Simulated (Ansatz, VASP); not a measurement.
InP in VASP and in Ansatz

The input INCAR:

```
SYSTEM = InP
PREC = Accurate ; ENCUT = 520
EDIFF = 1E-6 ; ISMEAR = 0
SIGMA = 0.15 ; LREAL = .FALSE.
LASPH = .TRUE. ; NELM = 60
ALGO = Normal ; ISIF = 2
LWAVE = .FALSE. ; LCHARG = .FALSE.
GGA = PE ; NBANDS = 16
```

File KPOINTS:

```
Automatic mesh
0
G
  20 20 20
  0 0 0
```

The input POSCAR:

```
InP
1.0
    0.0000000000      2.8703989051      2.6488041097
    2.8703989051      0.0000000000      2.6488041097
    2.8703989051      2.8703989051      0.0000000000
In P
1 1
Direct
    0.0000000000      0.0000000000      0.0000000000
    0.5000000000      0.5000000000      0.5000000000
```

Input for Ansatz:

```yaml
crystal:
  lattice:
    - [0.0, 2.8703989051, 2.6488041097]
    - [2.8703989051, 0.0, 2.6488041097]
    - [2.8703989051, 2.8703989051, 0.0]
  atoms:
    - { symbol: In, position: [0.0, 0.0, 0.0] }
    - { symbol: P, position: [0.5, 0.5, 0.5] }
basis:
  ecutwfc: 420
kpoints:
  mp_grid: { grid: [20, 20, 20] }
hamiltonian:
  xc: pbe
scf:
  occupations: { method: gaussian, width: 0.15 }
output:
  forces: true
  stress: true
  eigenvalues: true
```

Alike in both runs: task single point; functional PBE; k mesh 20 × 20 × 20; occupations gaussian, width 0.15 eV; no spin polarisation.

|  | VASP | Ansatz |
| --- | --- | --- |
| version | VASP 6.6.1 | Ansatz 0.2.0 |
| potentials or method | VASP PAW PBE potentials, release 64 (In_d, P), cutoff 520 eV | scalar-relativistic, plane waves, PAW |
| valence electrons in the cell | 18 | 18 |

|  | VASP | Ansatz | Ansatz less VASP |
| --- | --- | --- | --- |
| gap on the k mesh at the Fermi level (eV) | none | none | - |
| pressure (GPa) | -1.0 | -0.9 | +0.05 |
| traceless stress, the component that is largest in VASP (GPa) | 5.96 | 5.99 | +0.031 |

A gap of «none» marks a metal or a gap that the smearing closes.
